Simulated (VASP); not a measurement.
A run of VASP 6.6.1 is set up as follows.

The input INCAR:

```
SYSTEM = AgO
PREC = Accurate
ENCUT = 520
EDIFF = 1E-6
ISMEAR = 0
SIGMA = 0.1
LREAL = .False.
LASPH = .True.
NELM = 60
ALGO = Normal
ISIF = 2
LWAVE = .False.
LCHARG = .True.
LELF = .True.
LVHAR = .True.
NBANDS = 16
```

The input KPOINTS:

```
regular mesh
0
Gamma
  16 16 16
  0 0 0
```

POSCAR

```
AgO
1.0
    0.0000000000      2.4412689455      2.4412689455
    2.4412689455      0.0000000000      2.4412689455
    2.4412689455      2.4412689455      0.0000000000
Ag O
1 1
Direct
    0.0000000000      0.0000000000      0.0000000000
    0.7500000000      0.7500000000      0.7500000000
```

Potentials or basis: VASP PAW LDA potentials, release 64 (Ag, O).

Run with:

```console
$ cat potpaw_LDA.64/Ag/POTCAR potpaw_LDA.64/O/POTCAR > POTCAR
$ mpirun -np 1 vasp_std > vasp.out
```

Predict the pressure.

0.1 GPa.

Caveat: an odd number of electrons without spin polarisation forces a metal; a magnetic or distorted state may lie lower.
